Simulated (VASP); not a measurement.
## SnO2: single point with PBE

Crystal: SnO2.

```xyz
6
Lattice="4.8274 0.0000 0.0000 0.0000 4.8274 0.0000 0.0000 0.0000 3.2381" Properties=species:S:1:pos:R:3 pbc="T T T"
Sn    0.0000    0.0000    0.0000
Sn    2.4137    2.4137    1.6190
O     1.4798    1.4798    0.0000
O     0.9339    3.8935    1.6190
O     3.3476    3.3476    0.0000
O     3.8935    0.9339    1.6190
```

| Item | Value |
| --- | --- |
| Program | VASP 6.6.1 |
| Task | single point |
| Functional | PBE |
| Potentials or basis | VASP PAW PBE potentials, release 64 (Sn_d, O) |
| Cutoff | 520 eV |
| k mesh | 6 × 6 × 8 |
| Occupations | gaussian, width 0.02 eV |
| Spin | no spin polarisation |

The pressure is 0.6 GPa. The largest force is 0.012 eV/Å and the band gap on the k mesh is 0.67 eV.

Forces in eV/Å, atoms in the order of the input:
```
Sn   0.000  0.000  0.000
Sn   0.000  0.000  0.000
O   -0.008 -0.008  0.000
O    0.008 -0.008  0.000
O    0.008  0.008  0.000
O   -0.008  0.008  0.000
```

Stress tensor (GPa, compression positive):
```
0.51 0.00 0.00
0.00 0.51 0.00
0.00 0.00 0.80
```

Levels at points of the mesh, in eV from the valence-band top:
```tsv
k point	band 22	band 23	band 24	band 25	band 26	band 27	band 28	band 29	band 30	band 31
(0.00, 0.00, 0.00)	-1.26	-1.26	-0.74	-0.74	0.00	0.67	5.69	6.06	6.06	10.12
(0.50, 0.00, 0.00)	-1.90	-1.21	-1.21	-0.61	-0.61	3.88	3.88	6.81	6.81	10.40
(0.50, 0.50, 0.00)	-1.87	-1.33	-1.33	-0.85	-0.85	4.27	4.27	7.15	7.15	10.48
(0.00, 0.00, 0.50)	-2.58	-1.53	-1.53	-1.18	-1.18	5.58	5.58	9.36	9.36	10.31
(0.50, 0.00, 0.50)	-1.66	-1.02	-1.02	-0.75	-0.75	5.85	5.85	7.60	7.60	10.57
(0.50, 0.50, 0.50)	-2.43	-0.92	-0.92	-0.78	-0.78	4.35	4.35	8.61	8.61	10.57
```

Wall time 2.8 min on 1 thread of Intel Xeon 8259CL, with other jobs on the host, peak memory 0.24 GiB.

Caveat: semilocal functionals underestimate gaps, and a narrow one can read as zero; spin-orbit coupling is left out, which moves the levels of the heavy elements. A hybrid or GW would open this gap; PBE tends to underestimate it.
